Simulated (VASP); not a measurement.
# TaC2 (P4/mmm) in VASP: single point with PBE

Aim: the single point of TaC2 with PBE.

All numbers are computed with VASP 6.6.1; they aren't measurements. Logs are shortened: lines on timing, memory, paths and dates and some standing lists are left out, and cuts for length are marked.

## (1) The cell of the first run

It takes space group P4/mmm (No. 123, tetragonal). The conventional cell has a = 4.239 Å, b = 4.239 Å, c = 2.746 Å, α = 90.00°, β = 90.00°, γ = 90.00°. Ta (site symmetry 4/mmm) has 4 C at 2.12 Å and 2 Ta at 2.75 Å within 2.8 Å. Within 2.8 Å of C (site symmetry mmm) lie 2 Ta at 2.12 Å and 2 C at 2.75 Å.

The cell was built from a structure type or drawn by symmetry, and may not be a known phase.

## (2) Single point, PBE

File INCAR:

```
SYSTEM = TaC2
PREC = Accurate
ENCUT = 600
EDIFF = 1E-6
ISMEAR = 0
SIGMA = 0.1
LREAL = .FALSE.
LASPH = .TRUE.
NELM = 120
ALGO = Normal
ISIF = 2
LWAVE = .FALSE.
LCHARG = .FALSE.
GGA = PE
NBANDS = 18
GGA_COMPAT = .FALSE.
```

File KPOINTS:

```
regular mesh
0
G
  12 12 16
  0 0 0
```

File POSCAR:

```
TaC2
1.0
    4.2388193130      0.0000000000      0.0000000000
    0.0000000000      4.2388193130      0.0000000000
    0.0000000000      0.0000000000      2.7457012372
Ta C
1 2
Direct
    0.0000000000      0.0000000000      0.5000000000
    0.0000000000      0.5000000000      0.5000000000
    0.5000000000      0.0000000000      0.5000000000
```

Potentials or basis: VASP PAW PBE potentials, release 64 (Ta_sv_GW, C).

Run with:

```sh
$ cat potpaw_PBE.64/Ta_sv_GW/POTCAR potpaw_PBE.64/C/POTCAR > POTCAR
$ mpirun -np 1 vasp_std > vasp.out
```

OUTCAR:

```text
SYSTEM = TaC2
   PREC = Accurate
   ENCUT = 600
   EDIFF = 1E-6
   ISMEAR = 0
   LREAL = .FALSE.
   LASPH = .TRUE.
   NELM = 120
   ISIF = 2
   GGA = PE

 ion  position               nearest neighbor table
   1  0.000  0.000  0.500-   2 2.12   3 2.12   2 2.12   3 2.12
   2  0.000  0.500  0.500-   1 2.12   1 2.12
   3  0.500  0.000  0.500-   1 2.12   1 2.12

  LATTYP: Found a simple tetragonal cell.
 ALAT       =     4.2388193130
 C/A-ratio  =     0.6477514219

  Lattice vectors:

 A1 = (   4.2388193130,   0.0000000000,   0.0000000000)
 A2 = (   0.0000000000,   4.2388193130,   0.0000000000)
 A3 = (   0.0000000000,   0.0000000000,   2.7457012372)

Analysis of symmetry for initial positions (statically):
=====================================================================
 Subroutine PRICEL returns:
 Original cell was already a primitive cell.

 Routine SETGRP: Setting up the symmetry group for a
 simple tetragonal supercell.

 Subroutine GETGRP returns: Found 16 space group operations
 (whereof 16 operations were pure point group operations)
 out of a pool of 16 trial point group operations.

The static configuration has the point symmetry D_4h.

Analysis of symmetry for dynamics (positions and initial velocities):
=====================================================================
 Subroutine PRICEL returns:
 Original cell was already a primitive cell.

 Routine SETGRP: Setting up the symmetry group for a
 simple tetragonal supercell.

 Subroutine GETGRP returns: Found 16 space group operations
 (whereof 16 operations were pure point group operations)
 out of a pool of 16 trial point group operations.

The dynamic configuration has the point symmetry D_4h.

 Subroutine INISYM returns: Found 16 space group operations
 (whereof 16 operations are pure point group operations),
 and found     1 'primitive' translations

----------------------------------------------------------------------------------------

                                     Primitive cell

  volume of cell :      49.3336

  direct lattice vectors                    reciprocal lattice vectors
     4.238819313  0.000000000  0.000000000     0.235914750  0.000000000  0.000000000
     0.000000000  4.238819313  0.000000000     0.000000000  0.235914750  0.000000000
     0.000000000  0.000000000  2.745701237     0.000000000  0.000000000  0.364205685

  length of vectors
     4.238819313  4.238819313  2.745701237     0.235914750  0.235914750  0.364205685

  position of ions in fractional coordinates (direct lattice)
     0.000000000  0.000000000  0.500000000
     0.000000000  0.500000000  0.500000000
     0.500000000  0.000000000  0.500000000

  ion indices of the primitive-cell ions
   primitive index   ion index
                 1           1
                 2           2
                 3           3

----------------------------------------------------------------------------------------

 KPOINTS: regular mesh

Automatic generation of k-mesh.
 Grid dimensions read from file:
 generate k-points for:   12   12   16

 Generating k-lattice:

  Cartesian coordinates                     Fractional coordinates (reciprocal lattice)
     0.019659563  0.000000000  0.000000000     0.083333333  0.000000000  0.000000000
     0.000000000  0.019659563  0.000000000     0.000000000  0.083333333  0.000000000
     0.000000000  0.000000000  0.022762855     0.000000000  0.000000000  0.062500000

  Length of vectors
     0.019659563  0.019659563  0.022762855

  Shift w.r.t. Gamma in fractional coordinates (k-lattice)
     0.000000000  0.000000000  0.000000000

 Subroutine IBZKPT returns following result:
 ===========================================

 Found    252 irreducible k-points:

 Following reciprocal coordinates:
            Coordinates               Weight
  0.000000  0.000000  0.000000      1.000000
  0.083333  0.000000  0.000000      4.000000
  0.166667  0.000000  0.000000      4.000000
  0.250000  0.000000  0.000000      4.000000
  0.333333  0.000000  0.000000      4.000000
  0.416667  0.000000  0.000000      4.000000
[... 16 lines left out ...]
  0.333333  0.333333  0.000000      4.000000
  0.416667  0.333333  0.000000      8.000000
 [... further k-points ...]
   k-points           NKPTS =    252   k-points in BZ     NKDIM =    252   number of bands    NBANDS=     18
   number of dos      NEDOS =    301   number of ions     NIONS =      3
   total plane-waves  NPLWV =  31104
   dimension x,y,z NGX =    36 NGY =   36 NGZ =   24
   dimension x,y,z NGXF=    72 NGYF=   72 NGZF=   48
   ions per type =               1   2
   NGX,Y,Z   is equivalent  to a cutoff of  14.12, 14.12, 14.53 a.u.
   NGXF,Y,Z  is equivalent  to a cutoff of  28.24, 28.24, 29.06 a.u.
 SYSTEM =  TaC2
   PREC   = accura    normal or accurate (medium, high low for compatibility)
   ISTART =      0    job   : 0-new  1-cont  2-samecut
   ICHARG =      2    charge: 1-file 2-atom 10-const
   ISPIN  =      1    spin polarized calculation?
   LNONCOLLINEAR =      F non collinear calculations
   LSORBIT =      F    spin-orbit coupling
   LASPH  =      T    aspherical Exc in radial PAW
   ENCUT  =  600.0 eV  44.10 Ry    6.64 a.u.   8.47  8.47  5.48*2*pi/ulx,y,z
   NELM   =    120;   NELMIN=  2; NELMDL= -5     # of ELM steps
   EDIFF  = 0.1E-05   stopping-criterion for ELM
   LREAL  =      F    real-space projection
   EDIFFG = 0.1E-04   stopping-criterion for IOM
   NSW    =      0    number of steps for IOM
   IBRION =     -1    ionic relax: 0-MD 1-quasi-New 2-CG
   NFREE  =      0    steps in history (QN), initial steepest desc. (CG)
   ISIF   =      2    stress and relaxation
   ISYM   =      2    0-nonsym 1-usesym 2-fastsym
   POTIM  = 0.5000    time-step for ionic-motion
   TEBEG  =    0.0;   TEEND  =   0.0 temperature during run
   PSTRESS=    0.0 pullay stress
   NELECT =      21.0000    total number of electrons
   NUPDOWN=      -1.0000    fix difference up-down
   EMIN   =  10.00;   EMAX   =-10.00  energy-range for DOS
   EFERMI =   0.00;   METHOD = LEGACY
   ISMEAR =     0;   SIGMA  =   0.10  broadening in eV -4-tet -1-fermi 0-gaus
   EFERMI_NEDOS =   21; number of points for ismear=-14 and -15
   IALGO  =     38    algorithm
   IMIX   =      4    mixing-type and parameters
     AMIX     =   0.40;   BMIX     =  1.00
     AMIX_MAG =   1.60;   BMIX_MAG =  1.00
  volume/ion in A,a.u.               =      16.44       110.97
  Fermi-wavevector in a.u.,A,eV,Ry     =   1.231498  2.327193 20.634410  1.516586
  Thomas-Fermi vector in A             =   2.366305
   LORBIT       =      0    0 simple, 1 ext, 2 COOP (PROOUT), +10 PAW based schemes
   GGA     = PE    functional components
   LHFCALC =     F    Hartree Fock is set to
   AEXX    =    0.0000 exact exchange contribution
   IVDW    =     0    specifies the selected vdW correction
   LEPSILON=     F    determine dielectric tensor
   LRPA    =     F    only Hartree local field effects (RPA)
 non-spin polarized calculation
 Gauss-broadening in eV      SIGMA  =   0.10
  energy-cutoff  :      600.00
  volume of cell :       49.33
 maximum number of plane-waves:      1673
 NGX is ok and might be reduce to    36
   NGX = 17   NGY = 17   NGZ = 11

 number of electron      20.9999999 magnetization

 Free energy of the ion-electron system (eV)
  ---------------------------------------------------
  ext. energy  EPLUGINS =         0.00000000
  ---------------------------------------------------
  free energy    TOTEN  =       -25.90372840 eV

  energy without entropy =      -25.89432876  energy(sigma->0) =      -25.89902858

 E-fermi :   3.6583     XC(G=0): -10.1266

 val. band max:        3.6562031751   @ k =   0.3333   0.2500   0.1875
 cond. band min:       3.6744329400   @ k =   0.0000   0.0000   0.5000
 fundamental gap:      0.0182297649
 Fermi energy:         3.6582508211

 k-point     1 :       0.0000    0.0000    0.0000
  band No.  band energies     occupation
      1     -63.5577      2.00000
      2     -30.0541      2.00000
      3     -30.0541      2.00000
      4     -29.6011      2.00000
      5      -7.5929      2.00000
      6      -5.9678      2.00000
[... 10 lines left out ...]
     17      10.4156      0.00000
     18      11.5730      0.00000

 k-point     2 :       0.0833    0.0000    0.0000
  band No.  band energies     occupation
      1     -63.5576      2.00000
      2     -30.0552      2.00000
      3     -30.0540      2.00000
      4     -29.6010      2.00000
      5      -7.5411      2.00000
      6      -5.9490      2.00000
[... 10 lines left out ...]
     17      10.6377      0.00000
     18      11.7210      0.00000

 k-point     3 :       0.1667    0.0000    0.0000
  band No.  band energies     occupation
      1     -63.5576      2.00000
      2     -30.0582      2.00000
      3     -30.0537      2.00000
      4     -29.6008      2.00000
      5      -7.3968      2.00000
      6      -5.8900      2.00000
[... 10 lines left out ...]
     17      11.0363      0.00000
     18      12.1380      0.00000

 k-point     4 :       0.2500    0.0000    0.0000
  band No.  band energies     occupation
      1     -63.5578      2.00000
      2     -30.0624      2.00000
      3     -30.0532      2.00000
      4     -29.6005      2.00000
      5      -7.1959      2.00000
      6      -5.7840      2.00000
[... 375 lines left out ...]
      4     -29.5994      2.00000
      5      -6.1756      2.00000
      6      -5.3090      2.00000
[... 10 lines left out ...]
     17      13.6147      0.00000
     18      13.9104      0.00000

 k-point    23 :       0.3333    0.3333    0.0000
  band No.  band energies     occupation
      1     -63.5576      2.00000
      2     -30.0651      2.00000
      3     -30.0650      2.00000
      4     -29.5994      2.00000
      5      -6.0887      2.00000
      6      -5.4586      2.00000
[... 10 lines left out ...]
     17      13.8684      0.00000
     18      14.0330      0.00000

 k-point    24 :       0.4167    0.3333    0.0000
  band No.  band energies     occupation
      1     -63.5576      2.00000
      2     -30.0681      2.00000
      3     -30.0647      2.00000
      4     -29.5992      2.00000
      5      -5.8413      2.00000
      6      -5.3410      2.00000
[... 10 lines left out ...]
     17      13.7946      0.00000
     18      13.9139      0.00000

 [... further k-points ...]

------------------------ aborting loop because EDIFF is reached ----------------------------------------

  FORCE on cell =-STRESS in cart. coord.  units (eV):
  Direction    XX          YY          ZZ          XY          YZ          ZX
  --------------------------------------------------------------------------------------
  -------------------------------------------------------------------------------------
  Total       -0.0122933     -0.0122933     -0.0645302      0.0000000     -0.0000000     -0.0000000
  in kB       -0.3992402     -0.3992402     -2.0957081      0.0000000     -0.0000000     -0.0000000
  external PRESSURE =      -0.9647295 kB  Pullay stress =       0.0000000 kB

 VOLUME and BASIS-vectors are now :
 -----------------------------------------------------------------------------
  energy-cutoff  :      600.00
  volume of cell :       49.33
      direct lattice vectors                 reciprocal lattice vectors
     4.238819313  0.000000000  0.000000000     0.235914750  0.000000000  0.000000000
     0.000000000  4.238819313  0.000000000     0.000000000  0.235914750  0.000000000
     0.000000000  0.000000000  2.745701237     0.000000000  0.000000000  0.364205685

 POSITION                                       TOTAL-FORCE (eV/Angst)
 -----------------------------------------------------------------------------------
      0.00000      0.00000      1.37285         0.000000      0.000000      0.000000
      0.00000      2.11941      1.37285         0.000000      0.000000      0.000000
      2.11941      0.00000      1.37285         0.000000      0.000000      0.000000
 -----------------------------------------------------------------------------------
    total drift:                                0.000000      0.000000      0.000000

  FREE ENERGIE OF THE ION-ELECTRON SYSTEM (eV)
  ---------------------------------------------------
  free  energy   TOTEN  =       -25.9037283966 eV

  energy  without entropy=      -25.8943287552  energy(sigma->0) =      -25.89902858
```

It took 99 s on 1 thread of Intel Xeon 6975P-C (Granite Rapids), shared host; peak memory 0.41 GiB.

Results:

| Property | Result |
| --- | --- |
| Free energy | -25.9037 eV |
| Pressure | -0.1 GPa |
| Band gap on the k mesh | zero (an odd number of electrons rules out a gap without spin polarisation) |

Caveat: spin-orbit coupling is left out, which moves the levels of the heavy elements.
